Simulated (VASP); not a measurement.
Here is a VASP 6.6.1 calculation.

Contents of POSCAR:

```
GaAs
1.0
    0.0000000000      2.8330850955      2.8330850955
    2.8330850955      0.0000000000      2.8330850955
    2.8330850955      2.8330850955      0.0000000000
Ga As
1 1
Direct
    0.0000000000      0.0000000000      0.0000000000
    0.2500000000      0.2500000000      0.2500000000
```

INCAR.step1

```
SYSTEM = GaAs
  ALGO = Normal
  EDIFF = 1E-4
  ENCUT = 520
  GGA = PE
  GGA_COMPAT = .FALSE.
  ISMEAR = -1
  LASPH = .TRUE.
  LCHARG = .FALSE.
  LREAL = .FALSE.
  LSORBIT = .TRUE.
  LWAVE = .TRUE.
  MAGMOM = 0 0 0 0 0 0
  NBANDS = 30
  NELM = 150
  PREC = Accurate
  SIGMA = 0.02
```

Contents of INCAR.step2:

```
SYSTEM = GaAs
  ALGO = Normal
  EDIFF = 1E-6
  ENCUT = 520
  GGA_COMPAT = .FALSE.
  ISIF = 2
  ISMEAR = -1
  ISTART = 1
  LASPH = .TRUE.
  LCHARG = .FALSE.
  LMIXTAU = .TRUE.
  LORBIT = 11
  LORBMOM = .TRUE.
  LREAL = .FALSE.
  LSORBIT = .TRUE.
  LWAVE = .FALSE.
  MAGMOM = 0 0 0 0 0 0
  METAGGA = R2SCAN
  NBANDS = 30
  NELM = 150
  PREC = Accurate
  SIGMA = 0.02
```

The input KPOINTS:

```
k-points
0
G
  8 8 8
  0 0 0
```

Potentials or basis: VASP PAW PBE potentials, release 64 (Ga_d, As).

Command:

```console
$ cat potpaw_PBE.64/Ga_d/POTCAR potpaw_PBE.64/As/POTCAR > POTCAR
$ cp INCAR.step1 INCAR
$ mpirun -np 1 vasp_ncl > vasp.out
$ cp INCAR.step2 INCAR
$ mpirun -np 1 vasp_ncl > vasp.out
```

Predict the pressure.

0.1 GPa.

Predict the net moment.

0.00 μB per cell.

Moments on the atoms (μB; x, y, z):
```
Ga  0.00 0.00 0.00
As  0.00 0.00 0.00
```

Caveat: the PAW data sets were made with another functional, which shifts forces and pressure a little.
